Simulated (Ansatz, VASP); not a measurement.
# Cs3Pt: VASP beside Ansatz

The input POSCAR:

```
Cs3Pt
1.0
    5.7666176828      0.0000000000      0.0000000000
    0.0000000000      5.7666176828      0.0000000000
    0.0000000000      0.0000000000      5.7666176828
Cs Pt
3 1
Direct
    0.0000000000      0.0000000000      0.5000000000
    0.0000000000      0.5000000000      0.0000000000
    0.5000000000      0.0000000000      0.0000000000
    0.5000000000      0.5000000000      0.5000000000
```

Contents of INCAR.step1:

```
ALGO = Normal
EDIFF = 1E-4
ENCUT = 520
GGA = PE
ISMEAR = 0
LASPH = True
LCHARG = False
LREAL = False
LWAVE = True
NBANDS = 26
NELM = 80
PREC = Accurate
SIGMA = 0.1
```

The input INCAR.step2:

```
ALGO = Normal
EDIFF = 1E-6
ENCUT = 520
ISIF = 2
ISMEAR = 0
ISTART = 1
LASPH = True
LCHARG = False
LMIXTAU = True
LREAL = False
LWAVE = False
METAGGA = R2SCAN
NBANDS = 26
NELM = 80
PREC = Accurate
SIGMA = 0.1
```

Contents of KPOINTS:

```
k-points
0
Gamma
  8 8 8
```

Input for Ansatz:

```yaml
crystal:
  lattice:
    - [5.7666176828, 0.0, 0.0]
    - [0.0, 5.7666176828, 0.0]
    - [0.0, 0.0, 5.7666176828]
  atoms:
    - { symbol: Cs, position: [0.0, 0.0, 0.5] }
    - { symbol: Cs, position: [0.0, 0.5, 0.0] }
    - { symbol: Cs, position: [0.5, 0.0, 0.0] }
    - { symbol: Pt, position: [0.5, 0.5, 0.5] }
basis:
  ecutwfc: 500
kpoints:
  mp_grid: { grid: [8, 8, 8] }
hamiltonian:
  xc: r2scan
scf:
  occupations: { method: gaussian, width: 0.1 }
output:
  forces: true
  stress: true
  eigenvalues: true
```

Alike in both runs: task single point; functional r2SCAN; k mesh 8 × 8 × 8; occupations gaussian, width 0.1 eV; no spin polarisation.

|  | VASP | Ansatz |
| --- | --- | --- |
| version | VASP 6.6.1 | Ansatz 0.2.0 |
| potentials or method | VASP PAW PBE potentials, release 64 (Cs_sv, Pt), cutoff 520 eV | scalar-relativistic, plane waves, PAW |
| valence electrons in the cell | 37 | 45 |

```csv
,VASP,Ansatz,Ansatz less VASP
gap on the k mesh at the Fermi level (eV),none,none,-
pressure (GPa),-0.8,-0.8,-0.04
```

VASP's potentials were made for PBE, not for r2SCAN. A gap of «none» marks a metal or a gap that the smearing closes. The functional is the same, so the differences come from potentials, cutoffs and numerics. VASP's potentials hold 37 valence electrons a cell and Ansatz's 45, so a difference there can come from the potentials and not from the codes.

Neither program's run includes spin-orbit coupling.
